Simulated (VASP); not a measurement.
# WS2 in VASP: a series of runs

Runs on WS2. Level: PBE. Tasks: single point.

All numbers are computed with VASP 6.6.1; they aren't measurements. Logs are shortened: lines on timing, memory, paths and dates and some standing lists are left out, and cuts for length are marked.

### 1 The cell of the first run

The cell holds a slab with vacuum, 3 atoms: a = 3.184 Å, b = 3.184 Å, c = 16.951 Å, α = 90.00°, β = 90.00°, γ = 120.00°.

### 2 Single point, PBE

The input, INCAR:

```
PREC = Accurate
ENCUT = 520
EDIFF = 1E-6
ISMEAR = 0
SIGMA = 0.011
LREAL = False
LASPH = True
NELM = 60
ALGO = Normal
ISIF = 2
LWAVE = False
LCHARG = True
GGA = PE
LELF = True
LVHAR = True
NBANDS = 20
```

The input, KPOINTS:

```
regular mesh
0
Gamma
  10 10 2
```

The input, POSCAR:

```
WS2
1.0
    3.1835163552      0.0000000000      0.0000000000
   -1.5917581776      2.7570060369      0.0000000000
    0.0000000000      0.0000000000     16.9505778900
W S
1 2
Direct
    0.0000000000      0.0000000000      0.0000000000
    0.3333333333      0.6666666667      0.0920005100
    0.3333333333      0.6666666667      0.9079994900
```

Potentials or basis: VASP PAW PBE potentials, release 64 (W_sv, S).

Run with:

```
> cat potpaw_PBE.64/W_sv/POTCAR potpaw_PBE.64/S/POTCAR > POTCAR
> mpirun -np 1 vasp_std > vasp.out
```

OUTCAR:

```text
PREC = Accurate
   ENCUT = 520
   EDIFF = 1E-6
   ISMEAR = 0
   LREAL = False
   LASPH = True
   NELM = 60
   ISIF = 2
   GGA = PE

 ion  position               nearest neighbor table
   1  0.000  0.000  0.000-   2 2.41   3 2.41   2 2.41   3 2.41   2 2.41   3 2.41
   2  0.333  0.667  0.092-   1 2.41   1 2.41   1 2.41
   3  0.333  0.667  0.908-   1 2.41   1 2.41   1 2.41

  LATTYP: Found a hexagonal cell.
 ALAT       =     3.1835163552
 C/A-ratio  =     5.3244827413

  Lattice vectors:

 A1 = (   3.1835163552,   0.0000000000,   0.0000000000)
 A2 = (  -1.5917581776,   2.7570060369,   0.0000000000)
 A3 = (   0.0000000000,   0.0000000000,  16.9505778900)

Analysis of symmetry for initial positions (statically):
=====================================================================
 Subroutine PRICEL returns:
 Original cell was already a primitive cell.

 Routine SETGRP: Setting up the symmetry group for a
 hexagonal supercell.

 Subroutine GETGRP returns: Found 12 space group operations
 (whereof 12 operations were pure point group operations)
 out of a pool of 24 trial point group operations.

The static configuration has the point symmetry D_3h.

Analysis of symmetry for dynamics (positions and initial velocities):
=====================================================================
 Subroutine PRICEL returns:
 Original cell was already a primitive cell.

 Routine SETGRP: Setting up the symmetry group for a
 hexagonal supercell.

 Subroutine GETGRP returns: Found 12 space group operations
 (whereof 12 operations were pure point group operations)
 out of a pool of 24 trial point group operations.

The dynamic configuration has the point symmetry D_3h.

 Subroutine INISYM returns: Found 12 space group operations
 (whereof 12 operations are pure point group operations),
 and found     1 'primitive' translations

----------------------------------------------------------------------------------------

                                     Primitive cell

  volume of cell :     148.7748

  direct lattice vectors                    reciprocal lattice vectors
     3.183516355  0.000000000  0.000000000     0.314118066  0.181356150  0.000000000
    -1.591758178  2.757006037  0.000000000     0.000000000  0.362712300  0.000000000
     0.000000000  0.000000000 16.950577890     0.000000000  0.000000000  0.058995039

  length of vectors
     3.183516355  3.183516355 16.950577890     0.362712300  0.362712300  0.058995039

  position of ions in fractional coordinates (direct lattice)
[... 81 lines left out ...]
   EDIFF  = 0.1E-05   stopping-criterion for ELM
   LREAL  =      F    real-space projection
   EDIFFG = 0.1E-04   stopping-criterion for IOM
   NSW    =      0    number of steps for IOM
   IBRION =     -1    ionic relax: 0-MD 1-quasi-New 2-CG
   NFREE  =      0    steps in history (QN), initial steepest desc. (CG)
   ISIF   =      2    stress and relaxation
   ISYM   =      2    0-nonsym 1-usesym 2-fastsym
   POTIM  = 0.5000    time-step for ionic-motion
   TEBEG  =    0.0;   TEEND  =   0.0 temperature during run
   PSTRESS=    0.0 pullay stress
   NELECT =      26.0000    total number of electrons
   NUPDOWN=      -1.0000    fix difference up-down
   EMIN   =  10.00;   EMAX   =-10.00  energy-range for DOS
   EFERMI =   0.00;   METHOD = LEGACY
   ISMEAR =     0;   SIGMA  =   0.01  broadening in eV -4-tet -1-fermi 0-gaus
   EFERMI_NEDOS =   21; number of points for ismear=-14 and -15
   IALGO  =     38    algorithm
   IMIX   =      4    mixing-type and parameters
     AMIX     =   0.40;   BMIX     =  1.00
     AMIX_MAG =   1.60;   BMIX_MAG =  1.00
  volume/ion in A,a.u.               =      49.59       334.66
  Fermi-wavevector in a.u.,A,eV,Ry     =   0.915285  1.729637 11.398226  0.837746
  Thomas-Fermi vector in A             =   2.040009
   LORBIT       =      0    0 simple, 1 ext, 2 COOP (PROOUT), +10 PAW based schemes
   GGA     = PE    functional components
   LHFCALC =     F    Hartree Fock is set to
   AEXX    =    0.0000 exact exchange contribution
   IVDW    =     0    specifies the selected vdW correction
   LEPSILON=     F    determine dielectric tensor
   LRPA    =     F    only Hartree local field effects (RPA)
 non-spin polarized calculation
 Gauss-broadening in eV      SIGMA  =   0.01
  energy-cutoff  :      520.00
  volume of cell :      148.77
 maximum number of plane-waves:      4035
 NGX is ok and might be reduce to    24
   NGX = 11   NGY = 11   NGZ = 63

 number of electron      25.9999999 magnetization

 Free energy of the ion-electron system (eV)
  ---------------------------------------------------
  ext. energy  EPLUGINS =         0.00000000
  ---------------------------------------------------
  free energy    TOTEN  =       -23.67124181 eV

  energy without entropy =      -23.67124181  energy(sigma->0) =      -23.67124181

 E-fermi :  -1.1079     XC(G=0):  -4.5416

 val. band max:       -1.2192624724   @ k =   0.0000   0.0000   0.5000
 cond. band min:       0.7843673726   @ k =   0.3000   0.3000   0.0000
 fundamental gap:      2.0036298450
 Fermi energy:        -1.1079058509

 k-point     1 :       0.0000    0.0000    0.0000
  band No.  band energies     occupation
      1     -75.2302      2.00000
      2     -39.4669      2.00000
      3     -39.3221      2.00000
      4     -39.3221      2.00000
      5     -15.9880      2.00000
      6     -14.3224      2.00000
[... 541 lines left out ...]
     19       6.9200      0.00000
     20       7.0221      0.00000

 [... further k-points ...]

------------------------ aborting loop because EDIFF is reached ----------------------------------------

  FORCE on cell =-STRESS in cart. coord.  units (eV):
  Direction    XX          YY          ZZ          XY          YZ          ZX
  --------------------------------------------------------------------------------------
  -------------------------------------------------------------------------------------
  Total        0.4024665      0.4024665      0.7915274      0.0000000      0.0000000      0.0000000
  in kB        4.3342207      4.3342207      8.5240746      0.0000000      0.0000000      0.0000000
  external PRESSURE =       5.7308387 kB  Pullay stress =       0.0000000 kB

 VOLUME and BASIS-vectors are now :
 -----------------------------------------------------------------------------
  energy-cutoff  :      520.00
  volume of cell :      148.77
      direct lattice vectors                 reciprocal lattice vectors
     3.183516355  0.000000000  0.000000000     0.314118066  0.181356150  0.000000000
    -1.591758178  2.757006037  0.000000000     0.000000000  0.362712300  0.000000000
     0.000000000  0.000000000 16.950577890     0.000000000  0.000000000  0.058995039

 POSITION                                       TOTAL-FORCE (eV/Angst)
 -----------------------------------------------------------------------------------
      0.00000      0.00000      0.00000        -0.000000      0.000000     -0.000000
     -0.00000      1.83800      1.55946        -0.000000     -0.000000      0.262956
     -0.00000      1.83800     15.39112         0.000000      0.000000     -0.262956
 -----------------------------------------------------------------------------------
    total drift:                                0.000000     -0.000000     -0.000000

  FREE ENERGIE OF THE ION-ELECTRON SYSTEM (eV)
  ---------------------------------------------------
  free  energy   TOTEN  =       -23.6712418139 eV

  energy  without entropy=      -23.6712418139  energy(sigma->0) =      -23.67124181
```

Run time: 2.6 min. Hardware: 1 thread of Intel Xeon 8259CL, shared host; peak memory 0.28 GiB.

What came out:

| Quantity | Value |
| --- | --- |
| Free energy | -23.6712 eV |
| Largest force | 0.263 eV/Å |
| Band gap on the k mesh | 2.00 eV (least direct gap 2.16 eV) |

Forces on the atoms (eV/Å):
```
W    0.000  0.000  0.000
S    0.000  0.000  0.263
S    0.000  0.000 -0.263
```

Levels at points of the mesh, in eV from the valence-band top:
| k point | band 9 | band 10 | band 11 | band 12 | band 13 | band 14 | band 15 | band 16 | band 17 | band 18 |
| --- | --- | --- | --- | --- | --- | --- | --- | --- | --- | --- |
| (0.00, 0.00, 0.00) | -2.89 | -2.08 | -1.65 | -1.65 | 0.00 | 2.90 | 2.90 | 3.08 | 3.08 | 4.96 |
| (0.50, 0.00, 0.00) | -4.43 | -3.44 | -2.11 | -1.30 | -0.92 | 2.85 | 3.32 | 4.09 | 4.78 | 5.13 |
| (0.00, 0.00, 0.50) | -2.89 | -2.08 | -1.65 | -1.65 | 0.00 | 2.90 | 2.90 | 3.08 | 3.08 | 5.02 |
| (0.50, 0.00, 0.50) | -4.43 | -3.44 | -2.11 | -1.30 | -0.92 | 2.85 | 3.32 | 4.09 | 4.78 | 5.13 |

Caveat: spin-orbit coupling is left out, which moves the levels of the heavy elements.

### 3 Single point, PBE

This run uses another cell than the first one.

The input, INCAR:

```
SYSTEM = WS2
ALGO = Normal
EDIFF = 1E-6
ENCUT = 520
GGA = PE
ISIF = 2
ISMEAR = -1
LASPH = .True.
LCHARG = .False.
LREAL = .False.
LWAVE = .False.
NBANDS = 20
NELM = 100
PREC = Accurate
SIGMA = 0.05
```

The input, KPOINTS:

```
k-points
0
Gamma
  10 10 2
  0 0 0
```

The input, POSCAR:

```
WS2
1.0
    3.1621498298      0.0000000000      0.0000000000
   -1.5810749149      2.7385020831      0.0000000000
    0.0000000000      0.0000000000     16.8368121945
W S
1 2
Direct
    0.0000000000      0.0000000000      0.0000000000
    0.3333333333      0.6666666667      0.0920005100
    0.3333333333      0.6666666667      0.9079994900
```

Potentials or basis: VASP PAW PBE potentials, release 64 (W_sv, S).

Run with:

```
> cat potpaw_PBE.64/W_sv/POTCAR potpaw_PBE.64/S/POTCAR > POTCAR
> mpirun -np 1 vasp_std > vasp.out
```

Run time: 2.4 min. Hardware: 1 thread of AMD EPYC 7R13, shared host; peak memory 0.25 GiB.

It converged, with:

* Free energy: -23.6488 eV
* Largest force: 0.640 eV/Å
* Band gap on the k mesh: 2.06 eV (least direct gap 2.22 eV)

Forces on the atoms (eV/Å):
```
W    0.000  0.000  0.000
S    0.000  0.000  0.640
S    0.000  0.000 -0.640
```

Levels at points of the mesh, in eV from the valence-band top:
```
           k point  band 11  band 12  band 13  band 14  band 15  band 16
(0.00, 0.00, 0.00)    -1.66    -1.66     0.00     2.97     2.97     3.18
(0.50, 0.00, 0.00)    -2.11    -1.28    -0.92     2.94     3.42     4.16
(0.00, 0.00, 0.50)    -1.66    -1.66     0.00     2.97     2.97     3.18
(0.50, 0.00, 0.50)    -2.11    -1.28    -0.92     2.94     3.42     4.16
```

Caveat: spin-orbit coupling is left out, which moves the levels of the heavy elements.

### 4 Single point, PBE

This run uses another cell than the first one.

The input, INCAR:

```
SYSTEM = WS2
ALGO = Normal
EDIFF = 1E-7
ENCUT = 520
GGA = PE
ISIF = 2
ISMEAR = -1
LASPH = .True.
LCHARG = .True.
LELF = .True.
LREAL = .False.
LVHAR = .True.
LWAVE = .False.
NBANDS = 20
NELM = 60
PREC = Accurate
SIGMA = 0.05
```

KPOINTS is that of step 3.

The input, POSCAR:

```
WS2
1.0
    3.2045998594      0.0000000000      0.0000000000
   -1.6022999297      2.7752648871      0.0000000000
    0.0000000000      0.0000000000     17.0628366442
W S
1 2
Direct
    0.0000000000      0.0000000000      0.0000000000
    0.3333333333      0.6666666667      0.0920005100
    0.3333333333      0.6666666667      0.9079994900
```

Run with:

```
> cat potpaw_PBE.64/W_sv/POTCAR potpaw_PBE.64/S/POTCAR > POTCAR
> mpirun -np 1 vasp_std > vasp.out
```

Wall time 2.6 min (1 thread of AMD EPYC 7R13, shared host); peak memory 0.25 GiB.

The run converged. Its results:

| Property | Result |
| --- | --- |
| Free energy | -23.6718 eV |
| Largest force | 0.086 eV/Å |
| Band gap on the k mesh | 1.95 eV (least direct gap 2.10 eV) |

Forces in eV/Å, atoms in the order of the input:
```
W    0.000  0.000  0.000
S    0.000  0.000 -0.086
S    0.000  0.000  0.086
```

Levels at points of the mesh, in eV from the valence-band top:
```csv
k point,band 9,band 10,band 11,band 12,band 13,band 14,band 15,band 16,band 17,band 18
"(0.00, 0.00, 0.00)",-2.84,-2.06,-1.64,-1.64,0.00,2.83,2.83,2.98,2.98,4.89
"(0.50, 0.00, 0.00)",-4.37,-3.38,-2.10,-1.31,-0.91,2.76,3.22,4.02,4.65,5.06
"(0.00, 0.00, 0.50)",-2.84,-2.06,-1.64,-1.64,0.00,2.83,2.83,2.98,2.98,4.92
"(0.50, 0.00, 0.50)",-4.37,-3.38,-2.10,-1.31,-0.91,2.76,3.22,4.02,4.65,5.06
```

Caveat: spin-orbit coupling is left out, which moves the levels of the heavy elements.

### 5 Overview

```csv
cell,smearing,gap on the mesh (eV),largest force (eV/Å)
"a = 3.184, b = 3.184, c = 16.951 Å, angles 90.0, 90.0, 120.0°, 3 atoms",gaussian 0.011 eV,2.00,0.26
"a = 3.162, b = 3.162, c = 16.837 Å, angles 90.0, 90.0, 120.0°, 3 atoms",fermi-dirac 0.05 eV,2.06,0.64
"a = 3.205, b = 3.205, c = 17.063 Å, angles 90.0, 90.0, 120.0°, 3 atoms",fermi-dirac 0.05 eV,1.95,0.09
```

Alike in all rows: task single point; level PBE; potentials or basis VASP PAW PBE potentials, release 64 (W_sv, S); no spin polarisation; k mesh 10 × 10 × 2; cutoff (eV) 520.

Caveats: spin-orbit coupling is left out, which moves the levels of the heavy elements.

Absolute energies hang on the potentials; compare differences alone.
